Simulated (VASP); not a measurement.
A run of VASP 6.6.1:

POSCAR

```
NiO2
1.0
    2.7627792314      0.0000000000      0.0000000000
   -1.3813896157      2.3926369995      0.0000000000
    0.0000000000      0.0000000000      4.2061363981
Ni O
1 2
Direct
    0.0000000000      0.0000000000      0.5000000000
    0.6666666667      0.3333333333      0.7186230907
    0.3333333333      0.6666666667      0.2813769093
```

Contents of INCAR.step1:

```
ALGO     = Normal         # electronic algorithm
EDIFF    = 1E-4           # SCF threshold, eV
ENCUT    = 520            # plane-wave cutoff, eV
GGA      = PE             # functional
ISMEAR   = 0              # smearing method
LASPH    = T              # aspherical terms in the spheres
LCHARG   = F              # write CHGCAR
LREAL    = F              # projectors in reciprocal space
LWAVE    = T              # write WAVECAR
NBANDS   = 18             # bands
NELM     = 100            # most SCF steps
PREC     = Accurate       # precision mode
SIGMA    = 0.02           # smearing width, eV
```

The input INCAR.step2:

```
ALGO     = Normal         # electronic algorithm
EDIFF    = 1E-6           # SCF threshold, eV
ENCUT    = 520            # plane-wave cutoff, eV
ISIF     = 2              # what is computed and relaxed
ISMEAR   = 0              # smearing method
ISTART   = 1            
LASPH    = T              # aspherical terms in the spheres
LCHARG   = F              # write CHGCAR
LMIXTAU  = T            
LREAL    = F              # projectors in reciprocal space
LWAVE    = F              # write WAVECAR
METAGGA  = R2SCAN         # meta-GGA
NBANDS   = 18             # bands
NELM     = 100            # most SCF steps
PREC     = Accurate       # precision mode
SIGMA    = 0.02           # smearing width, eV
```

KPOINTS

```
k-points
0
Gamma
  12 12 6
```

Potentials or basis: VASP PAW PBE potentials, release 64 (Ni, O).

The run is started by

```sh
$ cat potpaw_PBE.64/Ni/POTCAR potpaw_PBE.64/O/POTCAR > POTCAR
$ cp INCAR.step1 INCAR
$ mpirun -np 1 vasp_std > vasp.out
$ cp INCAR.step2 INCAR
$ mpirun -np 1 vasp_std > vasp.out
```

Hardware: 1 thread of Intel(R) Xeon(R) Platinum 8488C (Sapphire Rapids), on a shared host.

Task: Estimate the wall time of this run.

Result: It took 91 s on 1 thread of Intel(R) Xeon(R) Platinum 8488C (Sapphire Rapids), with other jobs on the host, peak memory 0.19 GiB. Counts: k points 100.
